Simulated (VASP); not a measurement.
Crystal: Al3Sb2P.

```xyz
6
Lattice="3.6997 0.0000 0.0000 0.0000 3.6997 0.0000 0.0000 0.0000 8.0520" Properties=species:S:1:pos:R:3 pbc="T T T"
Al    1.8498    0.0000    8.0384
Al    0.0000    1.8498    8.0384
Al    0.0000    0.0000    3.0538
Sb    1.8498    1.8498    2.1464
Sb    0.0000    0.0000    5.9097
P     1.8498    1.8498    5.0214
```

| Item | Value |
| --- | --- |
| Program | VASP 6.6.1 |
| Task | relaxation of cell and atoms |
| Functional | PBE |
| Potentials or basis | VASP PAW PBE potentials, release 64 (Al, Sb, P) |
| Cutoff | 600 eV |
| k mesh | 6 × 6 × 2 |
| Occupations | gaussian, width 0.1 eV |
| Spin | no spin polarisation |

At the start: pressure 15.0 GPa; volume 18.37 Å³/atom.

Question: How do energy, volume and symmetry change on relaxing?

Answer: Over 31 steps the energy falls by 285.6 meV/atom and the volume is 21.65 Å³/atom (+17.9 %); space group P4mm (No. 99, to 0.05 Å).

Step by step:
```
step  energy change (eV)  largest force (eV/Å)  pressure (GPa)  volume (Å³)
   1              0.0000                1.3307           14.96       110.21
   2             -0.8430                1.0948           -3.54       139.88
   3             -0.9234                1.1237           -0.55       131.80
   4             -1.0119                0.9553           -0.41       131.57
   5             -1.0869                0.7622            0.19       131.08
   6             -1.1442                0.8064            0.19       131.24
   7             -1.2296                0.9188            0.47       131.66
   8             -1.2330                0.9480            0.61       131.76
   9             -1.2958                0.5322           -0.59       133.76
  10             -1.3156                0.2703           -1.70       135.99
  11             -1.3685                0.2842           -1.19       134.22
  12             -1.4592                0.4151            0.75       128.94
  13             -1.4637                0.5265            1.64       127.15
  14             -1.4940                0.5004            1.55       127.04
  15             -1.5702                0.5136            1.39       126.71
  16             -1.4612                1.1184            2.07       126.01
  17             -1.5859                0.5607            1.40       126.56
  18             -1.6586                0.1701            0.07       128.78
  19             -1.6795                0.1876           -1.31       131.35
  20             -1.6802                0.1506           -1.12       130.95
  21             -1.6955                0.1767           -0.26       129.25
  22             -1.6958                0.1846           -0.10       128.97
  23             -1.6980                0.1438            0.05       128.74
  24             -1.6994                0.0941            0.30       128.36
  25             -1.7011                0.0984            0.24       128.57
  26             -1.7052                0.1092            0.05       129.19
  27             -1.7095                0.1179           -0.28       130.45
  28             -1.7118                0.0823           -0.10       130.25
  29             -1.7120                0.0701           -0.03       130.17
  30             -1.7127                0.0547           -0.01       130.10
  31             -1.7134                0.0287            0.04       129.90
```

Final structure:
```
Al Sb P
1.0
     3.93205    0.00000    0.00000
     0.00000    3.93205    0.00000
     0.00000    0.00000    8.40152
Al Sb P
3 2 1
Direct
  0.50000 0.00000 0.00642
  0.00000 0.50000 0.00642
  0.00000 0.00000 0.26121
  0.50000 0.50000 0.35311
  0.00000 0.00000 0.70727
  0.50000 0.50000 0.66558
```

Caveat: the k points lie up to 0.37 Å⁻¹ apart in the final cell; the volume moved by over 15 % at a fixed basis, so the end points are rough.
